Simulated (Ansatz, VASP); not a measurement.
One calculation of Ga4Sb3, two programs

File INCAR:

```
PREC     = Accurate       # precision mode
ENCUT    = 520            # plane-wave cutoff, eV
EDIFF    = 1E-7           # SCF threshold, eV
ISMEAR   = 0              # smearing method
SIGMA    = 0.01           # smearing width, eV
LREAL    = False          # projectors in reciprocal space
LASPH    = True           # aspherical terms in the spheres
NELM     = 100            # most SCF steps
ALGO     = Normal         # electronic algorithm
ISIF     = 2              # what is computed and relaxed
LWAVE    = False          # write WAVECAR
LCHARG   = False          # write CHGCAR
LDIPOL   = True         
IDIPOL   = 3            
DIPOL    = 0.5 0.5 0.500
GGA      = PS             # functional
NBANDS   = 42             # bands
```

KPOINTS

```
regular mesh
0
Gamma
  8 8 1
```

POSCAR

```
Ga4Sb3
1.0
    4.3212908981      0.0000000000      0.0000000000
    0.0000000000      4.3212908981      0.0000000000
    0.0000000000      0.0000000000     24.1668422925
Ga Sb
4 3
Direct
    0.5000000000      0.5000000000      0.3103425722
    0.0000000000      0.0000000000      0.4367808574
    0.5000000000      0.5000000000      0.5632191426
    0.0000000000      0.0000000000      0.6896574278
    0.5000000000      0.0000000000      0.3735617148
    0.0000000000      0.5000000000      0.5000000000
    0.5000000000      0.0000000000      0.6264382852
```

Input for Ansatz:

```yaml
crystal:
  lattice:
    - [4.3212908981, 0.0, 0.0]
    - [0.0, 4.3212908981, 0.0]
    - [0.0, 0.0, 24.1668422925]
  atoms:
    - { symbol: Ga, position: [0.5, 0.5, 0.3103425722] }
    - { symbol: Sb, position: [0.5, 0.0, 0.3735617148] }
    - { symbol: Ga, position: [0.0, 0.0, 0.4367808574] }
    - { symbol: Sb, position: [0.0, 0.5, 0.5] }
    - { symbol: Ga, position: [0.5, 0.5, 0.5632191426] }
    - { symbol: Sb, position: [0.5, 0.0, 0.6264382852] }
    - { symbol: Ga, position: [0.0, 0.0, 0.6896574278] }
basis:
  ecutwfc: 420
kpoints:
  mp_grid: { grid: [8, 8, 1] }
hamiltonian:
  xc: pbesol
scf:
  occupations: { method: gaussian, width: 0.01 }
  max_iter: 86
output:
  forces: true
  stress: true
  eigenvalues: true
efield:
  axis: 3
  dipole_correction: true
  ramp_width: 0.04
```

Alike in both runs: task single point; functional PBEsol; k mesh 8 × 8 × 1; occupations gaussian, width 0.01 eV; no spin polarisation.

|  | VASP | Ansatz |
| --- | --- | --- |
| version | VASP 6.6.1 | Ansatz 0.2.0 |
| potentials or method | VASP PAW PBE potentials, release 64 (Ga_d, Sb), cutoff 520 eV | scalar-relativistic, plane waves, PAW |
| valence electrons in the cell | 67 | 97 |

```csv
,VASP,Ansatz,Ansatz less VASP
gap on the k mesh at the Fermi level (eV),none,none,-
rms of the force components (eV/Å),0.278,0.274,-0.0039
```

VASP's potentials were made for PBE, not for PBEsol. A gap of «none» marks a metal or a gap that the smearing closes. VASP's potentials hold 67 valence electrons a cell and Ansatz's 97, so a difference there can come from the potentials and not from the codes.

Neither program's run includes spin-orbit coupling.
